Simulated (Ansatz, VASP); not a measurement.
**SnSe2 in VASP and in Ansatz**

```
Sn Se
1.0
     3.74400    0.00000    0.00000
    -1.87200    3.24240    0.00000
     0.00000    0.00000    6.98350
Sn Se
1 2
Cartesian
  0.0000 0.0000 0.0000
  0.0000 2.1616 1.8516
  1.8720 1.0808 5.1319
```

Alike in both runs: task single point; functional PBE; dispersion D3(BJ); k mesh 12 × 12 × 6; occupations gaussian, width 0.03 eV; no spin polarisation.

|  | VASP | Ansatz |
| --- | --- | --- |
| version | VASP 6.6.1 | Ansatz 0.2.0 |
| potentials or method | VASP PAW PBE potentials, release 64 (Sn_d, Se), cutoff 500 eV | scalar-relativistic, plane waves, PAW |
| valence electrons in the cell | 26 | 46 |

Ansatz gave:

```
gap on the k mesh at the Fermi level (eV)                     : none
pressure (GPa)                                                : -4.9
traceless stress, the component that is largest in VASP (GPa) : -7.98
rms of the force components (eV/Å)                            : 0.741
```

Task: What did VASP give for the same quantities?

Result: gap on the k mesh at the Fermi level (eV): none; pressure (GPa): -4.9; traceless stress, the component that is largest in VASP (GPa): -7.96; rms of the force components (eV/Å): 0.736.

Atom by atom the forces differ by 0.004 eV/Å (rms over components). A gap of «none» marks a metal or a gap that the smearing closes. VASP's potentials hold 26 valence electrons a cell and Ansatz's 46, so a difference there can come from the potentials and not from the codes.
